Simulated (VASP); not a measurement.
YS: electric field gradients with LDA

The system is YS.

```
CELL_PARAMETERS angstrom
0.00000 2.71621 2.74365
2.71621 0.00000 2.74365
2.71621 2.71621 0.00000
ATOMIC_POSITIONS crystal
Y 0.50000 0.50000 0.50000
S 0.00000 0.00000 0.00000
```

This cell differs from its parent crystal: equal xx and yy strain of -1 %.

```yaml
Program: VASP 6.6.1
Task: electric field gradients
Functional: LDA
Potentials_or_basis: VASP PAW LDA potentials, release 64 (Y_sv, S)
Cutoff: 520 eV
k_mesh: 8 × 8 × 8
Occupations: fermi-dirac, width 0.01 eV
Spin: no spin polarisation
Dipole_correction: no
Further_INCAR_settings: ALGO = Normal; EDIFF = 1e-08; NBANDS = 16
```

The pressure is -1.8 GPa, the band gap on the k mesh is zero (an odd number of electrons rules out a gap without spin polarisation) and the largest electric field gradient by atom is Y +11.1; S +4.7 V/Å².

Stress tensor (GPa, compression positive):
```
-1.00  0.00  0.00
 0.00 -1.00  0.00
 0.00  0.00 -3.30
```

Levels at points of the mesh, in eV from the Fermi level:
```csv
k point,band 7,band 8,band 9,band 10,band 11,band 12
"(0.00, 0.00, 0.00)",-3.31,-3.31,-0.27,-0.18,-0.18,0.61
"(0.50, 0.00, 0.00)",-5.26,-5.26,2.13,2.78,2.83,2.87
"(0.50, 0.50, 0.00)",-4.00,-4.00,-2.40,1.91,3.31,3.91
"(0.50, 0.00, 0.50)",-4.05,-4.03,-2.41,1.94,3.29,3.86
```

Electric field gradients, principal values (V/Å²):
```csv
atom,least,middle,greatest (by size)
1 Y,-5.563,-5.563,11.126
2 S,-2.347,-2.347,4.694
```

It took 76 s on 1 thread of Intel(R) Xeon(R) Platinum 8259CL CPU @ 2.50GHz (Skylake/Cascade Lake) (shared host), peak memory 0.19 GiB.

Caveat: the cell differs from its parent crystal (equal xx and yy strain of -1 %); without QUAD_EFG the Cq values of the log hold for a quadrupole moment of 1 mb, not for the nuclei.
